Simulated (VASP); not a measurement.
Hf: relaxation of cell and atoms with BLYP+D3(BJ)

The system is Hf.

```xyz
1
Lattice="-1.8050 1.8050 1.8050 1.8050 -1.8050 1.8050 1.8050 1.8050 -1.8050" Properties=species:S:1:pos:R:3 pbc="T T T"
Hf    0.0000    0.0000    0.0000
```

```
Program                : VASP 6.6.1
Task                   : relaxation of cell and atoms
Functional             : BLYP
Dispersion             : D3(BJ)
Potentials or basis    : VASP PAW PBE potentials, release 64 (Hf_pv)
Cutoff                 : 600 eV
k mesh                 : 10 × 10 × 10
Occupations            : fermi-dirac, width 0.05 eV
Spin                   : no spin polarisation
Dipole correction      : no
Further INCAR settings : ALGO = Normal; EDIFF = 1e-06; IBRION = 2; EDIFFG = -0.01; NSW = 60; ISIF = 3
```

- Relaxed volume: 21.00 Å³/atom
- Relaxed cell: a = 3.010 Å, b = 3.010 Å, c = 3.010 Å, α = 109.47°, β = 109.47°, γ = 109.47°
- Space group after relaxing (to 0.05 Å): Im-3m (No. 229)
- Energy gained by relaxing: 87.7 meV/atom
- Ionic steps: 5
- Pressure after relaxing: -0.1 GPa
- Band gap on the k mesh: zero (band 5 reaches 7.01 eV, above the bottom of band 6 at 4.75 eV)
- Dispersion energy per atom: -1.202 eV

The path:
| step | energy change (eV) | largest force (eV/Å) | pressure (GPa) | volume (Å³) |
| --- | --- | --- | --- | --- |
| 1 | 0.0000 | 0.0000 | -10.22 | 23.52 |
| 2 | -0.0001 | 0.0000 | 13.87 | 18.78 |
| 3 | -0.0877 | 0.0000 | -0.13 | 21.01 |
| 4 | -0.0877 | 0.0000 | 0.10 | 20.96 |
| 5 | -0.0877 | 0.0000 | -0.06 | 21.00 |

Final structure:
```
Hf
1.0
    -1.73804    1.73804    1.73804
     1.73804   -1.73804    1.73804
     1.73804    1.73804   -1.73804
Hf
1
Direct
  0.00000 0.00000 0.00000
```

Levels at points of the mesh, in eV from the Fermi level:
```tsv
k point	band 1	band 2	band 3	band 4	band 5	band 6	band 7	band 8	band 9
(0.00, 0.00, 0.00)	-29.57	-29.57	-29.57	-7.14	1.41	1.41	1.41	4.36	4.36
(0.50, 0.00, 0.00)	-30.59	-29.90	-29.57	-3.59	-0.73	1.50	4.22	5.25	7.94
(0.50, 0.50, 0.50)	-30.28	-30.28	-30.28	-2.91	-2.91	7.04	7.04	7.04	7.89
```

Run time: 51 s on 1 thread of Intel(R) Xeon(R) Platinum 8375C CPU @ 2.90GHz (Ice Lake) (shared host), peak memory 0.18 GiB.

Caveat: the PAW data sets were made with another functional, which shifts forces and pressure a little; spin-orbit coupling is left out, which moves the levels of the heavy elements; the volume moved by -11 % from the deposited cell, more than functionals usually miss; pairwise dispersion overbinds metals, which lowers pressure and volume.
